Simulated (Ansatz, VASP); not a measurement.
**Two plane-wave programs on Mo**

```xyz
1
Lattice="-1.3724 1.3724 2.0586 1.3724 -1.3724 2.0586 1.3724 1.3724 -2.0586" Properties=species:S:1:pos:R:3 pbc="T T T"
Mo    0.0000    0.0000    0.0000
```

Alike in both runs: task single point; functional r2SCAN; k mesh 24 × 24 × 24; occupations gaussian, width 0.15 eV; no spin polarisation.

```csv
,VASP,Ansatz
version,VASP 6.6.1,Ansatz 0.2.0
potentials or method,"VASP PAW PBE potentials, release 64 (Mo_sv), cutoff 520 eV","scalar-relativistic, plane waves, PAW"
valence electrons in the cell,14,14
```

|  | VASP | Ansatz | Ansatz less VASP |
| --- | --- | --- | --- |
| gap on the k mesh at the Fermi level (eV) | none | none | - |
| pressure (GPa) | 7.1 | 6.0 | -1.12 |
| traceless stress, the component that is largest in VASP (GPa) | 7.07 | 7.12 | +0.051 |

VASP's potentials were made for PBE, not for r2SCAN. A gap of «none» marks a metal or a gap that the smearing closes. The functional is the same, so the differences come from potentials, cutoffs and numerics.
